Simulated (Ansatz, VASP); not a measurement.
Mn3SnH: VASP beside Ansatz

```
CELL_PARAMETERS angstrom
4.00390 0.00000 0.00000
0.00000 4.00390 0.00000
0.00000 0.00000 4.00390
ATOMIC_POSITIONS crystal
Mn 0.50000 0.00000 0.00000
Mn 0.00000 0.50000 0.00000
Mn 0.00000 0.00000 0.50000
Sn 0.50000 0.50000 0.50000
H 0.00000 0.00000 0.00000
```

Alike in both runs: task relaxation of cell and atoms; functional BLYP; dispersion D3(BJ); k mesh 5 × 5 × 5; occupations fermi-dirac, width 0.1 eV; collinear spin.

|  | VASP | Ansatz |
| --- | --- | --- |
| version | VASP 6.6.1 | Ansatz 0.2.0 |
| potentials or method | VASP PAW PBE potentials, release 64 (Mn_pv, Sn_d, H) | plane waves, PAW |
| plane-wave cutoff (eV) | 600 | 420 |
| valence electrons in the cell | 54 | 60 |

```csv
,VASP,Ansatz,Ansatz less VASP
net moment per atom (μB),1.24,1.24,-0.002
size of the moment on the site where the two differ most (μB),2.07,1.79,-0.282
relaxed volume (Å³/atom),11.20,11.20,-0.001
relaxed length of the cell vector where the two differ most in proportion (Å),3.826,3.826,-0.0001
```

VASP's potentials were made for PBE, not for BLYP. Site moments also hang on the region over which each program counts them. VASP's potentials hold 54 valence electrons a cell and Ansatz's 60, so a difference there can come from the potentials and not from the codes.
